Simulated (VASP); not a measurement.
NaMgF3, 5 atoms in the cell. The structure is tetragonal, space group P4/mmm (No. 123). Conventional cell: a = 3.951 Å, b = 3.951 Å, c = 3.635 Å, α = 90.00°, β = 90.00°, γ = 90.00°. Na (site symmetry 4/mmm) has 12 F at 2.68 to 2.79 Å and 8 Mg at 3.33 Å and 2 Na at 3.63 Å within 3.7 Å. Within 2.4 Å of Mg (site symmetry 4/mmm) lie 6 F at 1.82 to 1.98 Å. F (site symmetry 4/mmm) has 2 Mg at 1.82 Å within 2.4 Å. F (site symmetry mmm) has 2 Mg at 1.98 Å and 4 Na at 2.68 Å and 8 F at 2.68 to 2.79 Å within 2.8 Å.  This cell differs from its parent crystal: strain +0.000 along x and y, -0.080 along z.

```yaml
Program: VASP 6.6.1
Task: single point
Functional: PBEsol
Potentials_or_basis: VASP PAW PBE potentials, release 64 (Na_pv, Mg, F)
Cutoff: 520 eV
k_mesh: 6 × 6 × 6
Occupations: gaussian, width 0.05 eV
Spin: no spin polarisation
Dipole_correction: no
Further_INCAR_settings: ALGO = Normal; EDIFF = 1e-06; NBANDS = 23
```

Potentials or basis: VASP PAW PBE potentials, release 64 (Na_pv, Mg, F).

Run with:

```console
$ cat potpaw_PBE.64/Na_pv/POTCAR potpaw_PBE.64/Mg/POTCAR potpaw_PBE.64/F/POTCAR > POTCAR
$ mpirun -np 1 vasp_std > vasp.out
```

Hardware: 1 thread of Intel(R) Xeon(R) Platinum 8488C (Sapphire Rapids), on a shared host.

Question: Estimate the wall time of this run.

Answer: Run time: 32 s on 1 thread of Intel(R) Xeon(R) Platinum 8488C (Sapphire Rapids) (shared host), peak memory 0.19 GiB. Counts: scf iterations 13, k points 40.
